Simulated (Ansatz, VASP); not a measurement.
# Two plane-wave programs on BeCdS4

```
Be Cd S
1.0
     5.92771    0.00000   -0.02831
     0.00000    5.99821    0.00000
    -0.02831    0.00000    6.00031
Be Cd S
2 2 8
Cartesian
  -0.0142 2.9991 3.0002
  0.0000 0.0000 0.0000
  2.9497 0.0000 2.9860
  2.9639 2.9991 -0.0142
  5.4920 2.2968 0.6382
  0.4074 3.7014 5.3338
  3.7310 3.4699 3.5148
  2.1684 2.5283 2.4572
  2.1542 0.4708 5.4574
  3.7452 5.5274 0.5146
  0.4216 5.2959 2.3336
  5.4778 0.7023 3.6384
```

Alike in both runs: functional PBE; k mesh 3 × 3 × 3; occupations gaussian, width 0.2 eV; no spin polarisation.

Ansatz relaxed the structure, and its values are those at the end. VASP's run is a single point on that final structure, the one shown.

|  | VASP | Ansatz |
| --- | --- | --- |
| version | VASP 6.6.1 | Ansatz 0.2.0 |
| potentials or method | VASP PAW PBE potentials, release 64 (Be, Cd_sv_GW, S), cutoff 600 eV | scalar-relativistic, plane waves, PAW |
| valence electrons in the cell | 92 | 92 |

VASP gave:

- gap on the k mesh at the Fermi level (eV): 1.74
- least direct gap on the mesh (eV): 1.82
- pressure (GPa): -0.8
- rms of the force components (eV/Å): 0.053

Question: Estimate Ansatz's values.

Answer: gap on the k mesh at the Fermi level (eV): 1.71; least direct gap on the mesh (eV): 1.80; pressure (GPa): -0.4; rms of the force components (eV/Å): 0.024.
